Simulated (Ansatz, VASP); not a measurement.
# Rh2N in VASP and in Ansatz

```
Rh N
1.0
     4.12328    0.00000    0.00000
    -2.06164    3.57086    0.00000
     0.00000    0.00000    2.65142
Rh N
2 1
Cartesian
  0.0000 2.3806 1.3257
  2.0616 1.1903 1.3257
  0.0000 0.0000 0.0000
```

Alike in both runs: functional PBE; k mesh 6 × 6 × 6; occupations gaussian, width 0.1 eV; no spin polarisation.

Ansatz relaxed the structure, and its values are those at the end. VASP's run is a single point on that final structure, the one shown.

|  | VASP | Ansatz |
| --- | --- | --- |
| version | VASP 6.6.1 | Ansatz 0.2.0 |
| potentials or method | VASP PAW PBE potentials, release 64 (Rh_pv, N), cutoff 520 eV | scalar-relativistic, plane waves, PAW |
| valence electrons in the cell | 35 | 39 |

```csv
,VASP,Ansatz,Ansatz less VASP
gap on the k mesh at the Fermi level (eV),none,none,-
pressure (GPa),-0.1,-0.3,-0.11
```

A gap of «none» marks a metal or a gap that the smearing closes. VASP's potentials hold 35 valence electrons a cell and Ansatz's 39, so a difference there can come from the potentials and not from the codes.

The k mesh is coarse, so the values compare programs but aren't converged.
